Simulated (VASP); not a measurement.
Wanted: the native input for a VASP 6.6.1 run.

```yaml
Task: relaxation of cell and atoms
Functional: PBE
Potentials_or_basis: VASP PAW PBE potentials, release 64 (Be, Cd, Se)
Cutoff: 600 eV
k_mesh: 6 × 6 × 10
Occupations: gaussian, width 0.1 eV
Spin: no spin polarisation
Dipole_correction: no
Further_INCAR_settings: ALGO = Normal; EDIFF = 1e-06; IBRION = 2; EDIFFG = -0.01; NSW = 100; ISIF = 3
```

The structure of BeCd2Se3 lies in POSCAR:

```
BeCd2Se3
1.0
    6.7488076851      0.0000000000      0.0000000000
   -3.3744038426      5.8446389006      0.0000000000
    0.0000000000      0.0000000000      4.0741034500
Be Cd Se
1 2 3
Direct
    0.0000000000      0.0000000000      0.0000000000
    0.3333333333      0.6666666667      0.0000000000
    0.6666666667      0.3333333333      0.0000000000
    0.5000000000      0.0000000000      0.5000000000
    0.5000000000      0.5000000000      0.5000000000
    0.0000000000      0.5000000000      0.5000000000
```

One way to write it, as run:

INCAR

```
SYSTEM = BeCd2Se3
ALGO = Normal ; EDIFF = 1E-6
EDIFFG = -0.01 ; ENCUT = 600
GGA = PE ; IBRION = 2
ISIF = 3 ; ISMEAR = 0
LASPH = .TRUE. ; LCHARG = .FALSE.
LREAL = .FALSE. ; LWAVE = .FALSE.
NELM = 80 ; NSW = 100
PREC = Accurate ; SIGMA = 0.1
```

KPOINTS

```
k-points
0
G
  6 6 10
  0 0 0
```

Potentials or basis: VASP PAW PBE potentials, release 64 (Be, Cd, Se).

Run with:

```console
$ cat potpaw_PBE.64/Be/POTCAR potpaw_PBE.64/Cd/POTCAR potpaw_PBE.64/Se/POTCAR > POTCAR
$ mpirun -np 1 vasp_std > vasp.out
```

Results of the run:

The relaxed volume is 27.40 Å³/atom and the relaxed cell is a = 6.894 Å, b = 6.894 Å, c = 3.995 Å, α = 90.00°, β = 90.00°, γ = 120.00°. The space group after relaxing (to 0.05 Å) is P6/mmm (No. 191), the energy gained by relaxing is 3.6 meV/atom and the ionic steps are 5. The pressure after relaxing is 0.0 GPa and the band gap on the k mesh is zero (band 22 reaches 1.72 eV, above the bottom of band 23 at 1.10 eV).

Wall time 7 min on 1 thread of AMD EPYC 9R45 96-Core Processor (Zen 5), with other jobs on the host, peak memory 0.44 GiB.
